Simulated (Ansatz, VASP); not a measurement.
# ZrB2: VASP beside Ansatz

```xyz
3
Lattice="3.2599 0.0000 0.0000 -1.6300 2.8232 0.0000 0.0000 0.0000 3.5200" Properties=species:S:1:pos:R:3 pbc="T T T"
Zr    0.0000    0.0000    0.0000
B     0.0000    1.8821    1.7600
B     1.6300    0.9411    1.7600
```

Change from the starting cell: equal xx and yy strain of +3 %.

Alike in both runs: task single point; functional PBE; k mesh 12 × 12 × 9; occupations fermi-dirac, width 0.05 eV; no spin polarisation.

|  | VASP | Ansatz |
| --- | --- | --- |
| version | VASP 6.6.1 | Ansatz 0.2.0 |
| potentials or method | VASP PAW PBE potentials, release 64 (Zr_sv, B), cutoff 500 eV | all-electron LAPW, scalar-relativistic |

Ansatz gave:

| Quantity | Value |
| --- | --- |
| pressure (GPa) | -11.0 |
| traceless stress, the component that is largest in VASP (GPa) | 7.75 |

Which values does VASP return?

Pressure (GPa): -10.9; traceless stress, the component that is largest in VASP (GPa): 7.75.

Ansatz ran all-electron here, and VASP with PAW potentials.
